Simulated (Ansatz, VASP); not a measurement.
# Two plane-wave programs on Al

The input INCAR:

```
ALGO = Fast
EDIFF = 1E-7
ENCUT = 520
GGA = PE
ISIF = 2
ISMEAR = 0
IVDW = 12
LASPH = T
LCHARG = F
LREAL = F
LWAVE = F
NBANDS = 8
NELM = 80
PREC = Accurate
SIGMA = 0.15
```

KPOINTS

```
k-points
0
Gamma
  22 22 22
```

File POSCAR:

```
Al
1.0
    0.0000000000      2.2454503551      1.6488341957
    2.2454503551      0.0000000000      1.6488341957
    2.2454503551      2.2454503551      0.0000000000
Al
1
Direct
    0.0000000000      0.0000000000      0.0000000000
```

Input for Ansatz:

```yaml
crystal:
  lattice:
    - [0.0, 2.2454503551, 1.6488341957]
    - [2.2454503551, 0.0, 1.6488341957]
    - [2.2454503551, 2.2454503551, 0.0]
  atoms:
    - { symbol: Al, position: [0.0, 0.0, 0.0] }
basis:
  ecutwfc: 420
kpoints:
  mp_grid: { grid: [22, 22, 22] }
hamiltonian:
  xc: pbe
  pseudopotentials: { kind: paw, azcp: { folder: soft_1 } }
  dispersion: d3bj
scf:
  occupations: { method: gaussian, width: 0.15 }
output:
  forces: true
  stress: true
  eigenvalues: true
```

Alike in both runs: task single point; functional PBE; dispersion D3(BJ); k mesh 22 × 22 × 22; occupations gaussian, width 0.15 eV; no spin polarisation.

|  | VASP | Ansatz |
| --- | --- | --- |
| version | VASP 6.6.1 | Ansatz 0.2.0 |
| potentials or method | VASP PAW PBE potentials, release 64 (Al), cutoff 520 eV | scalar-relativistic, plane waves, PAW |
| valence electrons in the cell | 3 | 3 |

Ansatz gave:

* gap on the k mesh at the Fermi level (eV): none
* pressure (GPa): -2.2
* traceless stress, the component that is largest in VASP (GPa): 0.72

**Question.** Which values does VASP return?

**Answer.** gap on the k mesh at the Fermi level (eV): none; pressure (GPa): -2.1; traceless stress, the component that is largest in VASP (GPa): 0.73.

A gap of «none» marks a metal or a gap that the smearing closes.
